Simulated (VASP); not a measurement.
**Pb: single point with revPBE+D3(BJ)**

The system is Pb.

```
Pb
1.0
     0.00000    2.50759    2.50759
     2.50759    0.00000    2.50759
     2.50759    2.50759    0.00000
Pb
1
Direct
  0.00000 0.00000 0.00000
```

```yaml
Program: VASP 6.6.1
Task: single point
Functional: revPBE
Dispersion: D3(BJ)
Potentials_or_basis: VASP PAW PBE potentials, release 64 (Pb_d)
Cutoff: 520 eV
k_mesh: 9 × 9 × 9
Occupations: fermi-dirac, width 0.05 eV
Spin: no spin polarisation
```

The pressure is -2.2 GPa. The band gap on the k mesh is zero (band 7 reaches 14.07 eV, above the bottom of band 8 at 5.48 eV). The dispersion energy per atom is -0.706 eV.

Levels at points of the mesh, in eV from the Fermi level:
| k point | band 5 | band 6 | band 7 | band 8 | band 9 | band 10 |
| --- | --- | --- | --- | --- | --- | --- |
| (0.00, 0.00, 0.00) | -16.85 | -11.36 | 7.26 | 7.26 | 7.26 | 9.84 |

It took 9.4 s on 1 thread of Intel(R) Xeon(R) Platinum 8488C (Sapphire Rapids) (shared host), peak memory 0.16 GiB.

Caveat: the PAW data sets were made with another functional, which shifts forces and pressure a little; spin-orbit coupling is left out, which moves the levels of the heavy elements; pairwise dispersion overbinds metals, which lowers pressure and volume.
